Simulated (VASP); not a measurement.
Set up this calculation in VASP 6.6.1, as the native input.

```yaml
Task: single point
Functional: LDA
Potentials_or_basis: VASP PAW LDA potentials, release 64 (La, Ga_d)
Cutoff: 520 eV
k_mesh: 8 × 8 × 7
Occupations: fermi-dirac, width 0.3 eV
Spin: no spin polarisation
Dipole_correction: no
Further_INCAR_settings: ALGO = Normal; EDIFF = 1e-06; NBANDS = 26
```

The structure of LaGa2 lies in POSCAR:

```
LaGa2
1.0
    4.4322576538      0.0000000000      0.0000000000
   -2.2161288269      3.8384479866      0.0000000000
    0.0000000000      0.0000000000      4.5307522683
La Ga
1 2
Direct
    0.0000000000      0.0000000000      0.0000000000
    0.3333333333      0.6666666667      0.5000000000
    0.6666666667      0.3333333333      0.5000000000
```

These files were run (other wordings do the same):

INCAR

```
SYSTEM = LaGa2
PREC = Accurate
ENCUT = 520
EDIFF = 1E-6
ISMEAR = -1
SIGMA = 0.3
LREAL = .False.
LASPH = .True.
NELM = 60
ALGO = Normal
ISIF = 2
LWAVE = .False.
LCHARG = .False.
GGA = CA
NBANDS = 26
```

KPOINTS

```
regular mesh
0
Gamma
  8 8 7
  0 0 0
```

Potentials or basis: VASP PAW LDA potentials, release 64 (La, Ga_d).

Launch:

```sh
$ cat potpaw_LDA.64/La/POTCAR potpaw_LDA.64/Ga_d/POTCAR > POTCAR
$ mpirun -np 1 vasp_std > vasp.out
```

Results of the run:

The pressure is -7.6 GPa and the band gap on the k mesh is zero (an odd number of electrons rules out a gap without spin polarisation).

Caveat: the cell stands under tension; so wide a smearing shifts energies and pressures; spin-orbit coupling is left out, which moves the levels of the heavy elements.

Run time: 45 s on 1 thread of Intel(R) Xeon(R) 6975P-C (Granite Rapids), with other jobs on the host, peak memory 0.23 GiB.
